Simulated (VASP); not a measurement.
# SnO (Pmn2_1) in VASP: further runs, part 2 of 2

VASP 6.6.1.

### 3 Single point, PBEsol

This run uses another cell than the first one, of 19.29 Å³/atom.

Contents of INCAR:

```
SYSTEM = SnO
ALGO = Normal
EDIFF = 1E-6
ENCUT = 520
GGA = PS
ISIF = 2
ISMEAR = -1
LASPH = .TRUE.
LCHARG = .TRUE.
LELF = .TRUE.
LREAL = .FALSE.
LVHAR = .TRUE.
LWAVE = .FALSE.
NBANDS = 28
NELM = 60
PREC = Accurate
SIGMA = 0.02
```

Contents of KPOINTS:

```
k-points
0
G
  6 4 6
  0 0 0
```

Contents of POSCAR:

```
SnO
1.0
    3.3096615362      0.0000000000      0.0000000000
    0.0000000000      5.5974175183      0.0000000000
    0.0000000000      0.0000000000      4.1649093566
Sn O
2 2
Direct
    0.0000000000      0.2319090000      0.5131440000
    0.5000000000      0.7680910000      0.0131440000
    0.0000000000      0.8912500000      0.7368570000
    0.5000000000      0.1087500000      0.2368570000
```

Potentials or basis: VASP PAW PBE potentials, release 64 (Sn_d, O).

On the command line:

```
> cat potpaw_PBE.64/Sn_d/POTCAR potpaw_PBE.64/O/POTCAR > POTCAR
> mpirun -np 1 vasp_std > vasp.out
```

OUTCAR:

```text
SYSTEM = SnO
   EDIFF = 1E-6
   ENCUT = 520
   GGA = PS
   ISIF = 2
   ISMEAR = -1
   LASPH = .TRUE.
   LREAL = .FALSE.
   NELM = 60
   PREC = Accurate

 ion  position               nearest neighbor table
   1  0.000  0.232  0.513-   3 2.12   4 2.13   4 2.13   2 3.72   2 3.72   2 3.72   2 3.72
   2  0.500  0.768  0.013-   4 2.12   3 2.13   3 2.13   1 3.72   1 3.72   1 3.72   1 3.72
   3  0.000  0.891  0.737-   1 2.12   2 2.13   2 2.13
   4  0.500  0.109  0.237-   2 2.12   1 2.13   1 2.13

  LATTYP: Found a simple orthorhombic cell.
 ALAT       =     3.3096615362
 B/A-ratio  =     1.2584094510
 C/A-ratio  =     1.6912356315

  Lattice vectors:

 A1 = (  -3.3096615362,   0.0000000000,   0.0000000000)
 A2 = (   0.0000000000,   0.0000000000,   4.1649093566)
 A3 = (   0.0000000000,   5.5974175183,   0.0000000000)

Analysis of symmetry for initial positions (statically):
=====================================================================
 Subroutine PRICEL returns:
 Original cell was already a primitive cell.

 Routine SETGRP: Setting up the symmetry group for a
 simple orthorhombic supercell.

[... 172 lines left out ...]
 E-fermi :   5.6470     XC(G=0):  -9.9637

 val. band max:        5.1899616844   @ k =   0.0000   0.0000   0.0000
 cond. band min:       6.7147029940   @ k =   0.3333   0.5000   0.0000
 fundamental gap:      1.5247413097
 Fermi energy:         5.6469578434

 k-point     1 :       0.0000    0.0000    0.0000
  band No.  band energies     occupation
      1     -16.0938      2.00000
      2     -15.6906      2.00000
      3     -15.5875      2.00000
      4     -15.5571      2.00000
      5     -15.5263      2.00000
      6     -15.4958      2.00000
[... 733 lines left out ...]
     27      14.4289      0.00000
     28      14.4289      0.00000

 [... further k-points ...]

------------------------ aborting loop because EDIFF is reached ----------------------------------------

  FORCE on cell =-STRESS in cart. coord.  units (eV):
  Direction    XX          YY          ZZ          XY          YZ          ZX
  --------------------------------------------------------------------------------------
  -------------------------------------------------------------------------------------
  Total        0.0204625      0.3523385      0.0024727      0.0000000      0.0000000      0.0000000
  in kB        0.4249053      7.3163394      0.0513450      0.0000000      0.0000000      0.0000000
  external PRESSURE =       2.5975299 kB  Pullay stress =       0.0000000 kB

 VOLUME and BASIS-vectors are now :
 -----------------------------------------------------------------------------
  energy-cutoff  :      520.00
  volume of cell :       77.16
      direct lattice vectors                 reciprocal lattice vectors
     3.309661536  0.000000000  0.000000000     0.302145700  0.000000000  0.000000000
     0.000000000  5.597417518  0.000000000     0.000000000  0.178653816  0.000000000
     0.000000000  0.000000000  4.164909357     0.000000000  0.000000000  0.240101264

 POSITION                                       TOTAL-FORCE (eV/Angst)
 -----------------------------------------------------------------------------------
      0.00000      1.29809      2.13720         0.000000      0.223140      0.079003
      1.65483      4.29933      0.05474         0.000000     -0.223140      0.079003
      0.00000      4.98870      3.06894         0.000000      0.082071     -0.079003
      1.65483      0.60872      0.98649         0.000000     -0.082071     -0.079003
 -----------------------------------------------------------------------------------
    total drift:                                0.000000      0.000000     -0.001379

  FREE ENERGIE OF THE ION-ELECTRON SYSTEM (eV)
  ---------------------------------------------------
  free  energy   TOTEN  =       -23.8213890066 eV

  energy  without entropy=      -23.8213890066  energy(sigma->0) =      -23.82138901
```

OSZICAR:

```text
N       E                     dE             d eps       ncg     rms          rms(c)
DAV:   1     0.431086482299E+03    0.43109E+03   -0.20313E+04  2764   0.212E+03
DAV:   2     0.409115573716E+02   -0.39017E+03   -0.37504E+03  2784   0.538E+02
DAV:   3    -0.239272565468E+02   -0.64839E+02   -0.63657E+02  3068   0.187E+02
DAV:   4    -0.271990660081E+02   -0.32718E+01   -0.32574E+01  3184   0.450E+01
DAV:   5    -0.272778039858E+02   -0.78738E-01   -0.78722E-01  2996   0.751E+00    0.111E+01
DAV:   6    -0.239171594870E+02    0.33606E+01   -0.14909E+01  4444   0.450E+01    0.506E+00
DAV:   7    -0.238650885577E+02    0.52071E-01   -0.18829E+00  3112   0.846E+00    0.254E+00
DAV:   8    -0.238330649222E+02    0.32024E-01   -0.33238E-01  3488   0.390E+00    0.783E-01
DAV:   9    -0.238205500547E+02    0.12515E-01   -0.48725E-02  4216   0.241E+00    0.217E-01
DAV:  10    -0.238217639312E+02   -0.12139E-02   -0.74543E-03  3808   0.821E-01    0.136E-01
DAV:  11    -0.238213656671E+02    0.39826E-03   -0.16120E-03  4204   0.414E-01    0.222E-02
DAV:  12    -0.238213954409E+02   -0.29774E-04   -0.27475E-04  2824   0.934E-02    0.297E-02
DAV:  13    -0.238213893264E+02    0.61144E-05   -0.23107E-05  3848   0.449E-02    0.542E-03
DAV:  14    -0.238213890066E+02    0.31982E-06   -0.17550E-06  2496   0.939E-03
   1 F= -.23821389E+02 E0= -.23821389E+02  d E =-.205941E-11
```

stdout:

```text
POSCAR found type information on POSCAR SnO
 POSCAR found :  2 types and       4 ions
 scaLAPACK will be used
 -----------------------------------------------------------------------------
|                                                                             |
|                                                                             |
|     You enforced a specific xc type in the INCAR file but a different       |
|     I HOPE YOU KNOW WHAT YOU ARE DOING!                                     |
|                                                                             |
 -----------------------------------------------------------------------------

 LDA part: xc-table for (Slater+PW92), standard interpolation
 POSCAR, INCAR and KPOINTS ok, starting setup
 FFT: planning ... GRIDC
 FFT: planning ... GRID_SOFT
 FFT: planning ... GRID
 WAVECAR not read
 entering main loop
```

It took 2.6 min on 1 thread of Intel Xeon 8259CL, shared host; peak memory 0.23 GiB.

What came out:

```
Free energy            : -23.8214 eV
Pressure               : 0.3 GPa
Largest force          : 0.237 eV/Å
Band gap on the k mesh : 1.52 eV (least direct gap 2.26 eV)
```

Forces on the atoms (eV/Å):
```
Sn   0.000  0.223  0.079
Sn   0.000 -0.223  0.079
O    0.000  0.082 -0.079
O    0.000 -0.082 -0.079
```

Stress tensor (GPa, compression positive):
```
0.04 0.00 0.00
0.00 0.73 0.00
0.00 0.00 0.01
```

Caveat: the PAW data sets were made with another functional, which shifts forces and pressure a little; spin-orbit coupling is left out, which moves the levels of the heavy elements.

### 4 Single point, PBEsol

This run uses another cell than the first one, of 19.69 Å³/atom.

Contents of INCAR:

```
PREC = Accurate ; ENCUT = 520
EDIFF = 1E-6 ; ISMEAR = -1
SIGMA = 0.02 ; LREAL = F
LASPH = T ; NELM = 80
ALGO = Normal ; ISIF = 2
LWAVE = F ; LCHARG = F
GGA = PS ; NBANDS = 28
```

Contents of KPOINTS:

```
Automatic mesh
0
Gamma
  6 4 6
```

Contents of POSCAR:

```
SnO
1.0
    3.3324875095      0.0000000000      0.0000000000
    0.0000000000      5.6360216177      0.0000000000
    0.0000000000      0.0000000000      4.1936337771
Sn O
2 2
Direct
    0.0000000000      0.2319090000      0.5131440000
    0.5000000000      0.7680910000      0.0131440000
    0.0000000000      0.8912500000      0.7368570000
    0.5000000000      0.1087500000      0.2368570000
```

Potentials or basis: VASP PAW PBE potentials, release 64 (Sn_d, O).

On the command line:

```
> cat potpaw_PBE.64/Sn_d/POTCAR potpaw_PBE.64/O/POTCAR > POTCAR
> mpirun -np 1 vasp_std > vasp.out
```

OUTCAR:

```text
PREC = Accurate
   ENCUT = 520
   EDIFF = 1E-6
   ISMEAR = -1
   LREAL = F
   LASPH = T
   NELM = 80
   ISIF = 2
   GGA = PS

 ion  position               nearest neighbor table
   1  0.000  0.232  0.513-   3 2.14   4 2.14   4 2.14   2 3.74   2 3.74   2 3.74   2 3.74
   2  0.500  0.768  0.013-   4 2.14   3 2.14   3 2.14   1 3.74   1 3.74   1 3.74   1 3.74
   3  0.000  0.891  0.737-   1 2.14   2 2.14   2 2.14
   4  0.500  0.109  0.237-   2 2.14   1 2.14   1 2.14

  LATTYP: Found a simple orthorhombic cell.
 ALAT       =     3.3324875095
[... 945 lines left out ...]
  Direction    XX          YY          ZZ          XY          YZ          ZX
  --------------------------------------------------------------------------------------
  -------------------------------------------------------------------------------------
  Total       -0.9067157     -0.5001497     -0.6607734      0.0000000      0.0000000      0.0000000
  in kB      -18.4437841    -10.1736989    -13.4409950      0.0000000      0.0000000      0.0000000
  external PRESSURE =     -14.0194927 kB  Pullay stress =       0.0000000 kB

 VOLUME and BASIS-vectors are now :
 -----------------------------------------------------------------------------
  energy-cutoff  :      520.00
  volume of cell :       78.76
      direct lattice vectors                 reciprocal lattice vectors
     3.332487509  0.000000000  0.000000000     0.300076143  0.000000000  0.000000000
     0.000000000  5.636021618  0.000000000     0.000000000  0.177430121  0.000000000
     0.000000000  0.000000000  4.193633777     0.000000000  0.000000000  0.238456683

 POSITION                                       TOTAL-FORCE (eV/Angst)
 -----------------------------------------------------------------------------------
      0.00000      1.30704      2.15194         0.000000     -0.067287     -0.012488
      1.66624      4.32898      0.05512         0.000000      0.067287     -0.012488
      0.00000      5.02310      3.09011         0.000000      0.103218      0.012488
      1.66624      0.61292      0.99329         0.000000     -0.103218      0.012488
 -----------------------------------------------------------------------------------
    total drift:                                0.000000      0.000000     -0.001246

  FREE ENERGIE OF THE ION-ELECTRON SYSTEM (eV)
  ---------------------------------------------------
  free  energy   TOTEN  =       -23.8169514576 eV

  energy  without entropy=      -23.8169514576  energy(sigma->0) =      -23.81695146
```

It took 2.6 min on 1 thread of Intel Xeon 8259CL, shared host; peak memory 0.23 GiB.

Results:

* Free energy: -23.8170 eV
* Pressure: -1.4 GPa
* Largest force: 0.104 eV/Å
* Band gap on the k mesh: 1.55 eV (least direct gap 2.29 eV)

Forces in eV/Å, atoms in the order of the input:
```
Sn   0.000 -0.067 -0.012
Sn   0.000  0.067 -0.012
O    0.000  0.103  0.012
O    0.000 -0.103  0.012
```

Levels at points of the mesh, in eV from the valence-band top:
| k point | band 18 | band 19 | band 20 | band 21 | band 22 | band 23 |
| --- | --- | --- | --- | --- | --- | --- |
| (0.00, 0.00, 0.00) | -2.74 | -2.15 | 0.00 | 2.61 | 3.14 | 5.83 |
| (0.50, 0.00, 0.00) | -2.70 | -1.27 | -1.27 | 2.53 | 2.53 | 5.55 |
| (0.00, 0.50, 0.00) | -2.77 | -1.68 | -1.44 | 3.27 | 3.89 | 4.83 |
| (0.50, 0.50, 0.00) | -2.77 | -0.93 | -0.93 | 1.85 | 1.85 | 6.31 |
| (0.00, 0.00, 0.50) | -3.31 | -1.73 | -1.73 | 2.63 | 2.63 | 5.22 |
| (0.50, 0.00, 0.50) | -3.25 | -1.10 | -1.10 | 2.04 | 2.04 | 4.57 |
| (0.00, 0.50, 0.50) | -3.04 | -1.55 | -1.55 | 1.88 | 1.88 | 5.98 |
| (0.50, 0.50, 0.50) | -3.53 | -0.43 | -0.43 | 2.36 | 2.36 | 4.14 |

Caveat: the PAW data sets were made with another functional, which shifts forces and pressure a little; spin-orbit coupling is left out, which moves the levels of the heavy elements.

### 5 Single point, PBEsol

This run uses another cell than the first one, of 20.09 Å³/atom.

Contents of INCAR:

```
ALGO = Normal
EDIFF = 1E-7
ENCUT = 520
GGA = PS
ISIF = 2
ISMEAR = -1
LASPH = True
LCHARG = False
LREAL = False
LWAVE = False
NBANDS = 28
NELM = 80
PREC = Accurate
SIGMA = 0.02
```

Contents of KPOINTS:

```
k-points
0
Gamma
  6 4 6
```

Contents of POSCAR:

```
SnO
1.0
    3.3550050000      0.0000000000      0.0000000000
    0.0000000000      5.6741040000      0.0000000000
    0.0000000000      0.0000000000      4.2219700000
Sn O
2 2
Direct
    0.0000000000      0.2319090000      0.5131440000
    0.5000000000      0.7680910000      0.0131440000
    0.0000000000      0.8912500000      0.7368570000
    0.5000000000      0.1087500000      0.2368570000
```

On the command line:

```
> cat potpaw_PBE.64/Sn_d/POTCAR potpaw_PBE.64/O/POTCAR > POTCAR
> mpirun -np 1 vasp_std > vasp.out
```

Wall time 3 min (1 thread of Intel Xeon 8259CL, shared host); peak memory 0.24 GiB.

It converged, with:

```yaml
Free_energy: -23.7968 eV
Pressure: -2.9 GPa
Largest_force: 0.350 eV/Å
Band_gap_on_the_k_mesh: 1.58 eV (least direct gap 2.33 eV)
```

Forces in eV/Å, atoms in the order of the input:
```
Sn   0.000 -0.336 -0.097
Sn   0.000  0.336 -0.097
O    0.000  0.121  0.097
O    0.000 -0.121  0.097
```

Stress tensor (GPa, compression positive):
```
-3.53  0.00  0.00
 0.00 -2.58  0.00
 0.00  0.00 -2.55
```

Levels at points of the mesh, in eV from the valence-band top:
| k point | band 16 | band 17 | band 18 | band 19 | band 20 | band 21 | band 22 | band 23 | band 24 | band 25 |
| --- | --- | --- | --- | --- | --- | --- | --- | --- | --- | --- |
| (0.00, 0.00, 0.00) | -3.83 | -3.50 | -2.64 | -2.05 | 0.00 | 2.61 | 3.10 | 5.81 | 5.86 | 8.00 |
| (0.50, 0.00, 0.00) | -4.48 | -2.58 | -2.58 | -1.25 | -1.25 | 2.53 | 2.53 | 5.48 | 5.48 | 6.52 |
| (0.00, 0.50, 0.00) | -4.07 | -3.80 | -2.66 | -1.59 | -1.37 | 3.27 | 3.86 | 4.79 | 4.97 | 6.86 |
| (0.50, 0.50, 0.00) | -4.33 | -2.65 | -2.65 | -0.91 | -0.91 | 1.83 | 1.83 | 6.23 | 6.23 | 7.08 |
| (0.00, 0.00, 0.50) | -3.43 | -3.20 | -3.20 | -1.66 | -1.66 | 2.61 | 2.61 | 5.17 | 5.17 | 7.91 |
| (0.50, 0.00, 0.50) | -4.08 | -3.15 | -3.15 | -1.08 | -1.08 | 2.06 | 2.06 | 4.56 | 4.56 | 6.82 |
| (0.00, 0.50, 0.50) | -3.19 | -2.92 | -2.92 | -1.51 | -1.51 | 1.87 | 1.87 | 5.92 | 5.92 | 7.80 |
| (0.50, 0.50, 0.50) | -4.22 | -3.43 | -3.43 | -0.43 | -0.43 | 2.38 | 2.38 | 4.10 | 4.10 | 6.05 |

Caveat: the PAW data sets were made with another functional, which shifts forces and pressure a little; spin-orbit coupling is left out, which moves the levels of the heavy elements. A k mesh can miss the band edges.

### 6 The runs side by side

```csv
cell,gap on the mesh (eV),pressure (GPa),largest force (eV/Å)
"a = 3.287, b = 5.558, c = 4.136 Å, 4 atoms",1.49,2.1,0.57
"a = 3.310, b = 5.597, c = 4.165 Å, 4 atoms",1.52,0.3,0.24
"a = 3.332, b = 5.636, c = 4.194 Å, 4 atoms",1.55,-1.4,0.10
"a = 3.355, b = 5.674, c = 4.222 Å, 4 atoms",1.58,-2.9,0.35
```

Alike in all rows: task single point; level PBEsol; potentials or basis VASP PAW PBE potentials, release 64 (Sn_d, O); no spin polarisation; k mesh 6 × 4 × 6; cutoff (eV) 520; smearing fermi-dirac 0.02 eV.

Caveats: the PAW data sets were made with another functional, which shifts forces and pressure a little; spin-orbit coupling is left out, which moves the levels of the heavy elements.

Absolute energies hang on the potentials; compare differences alone.
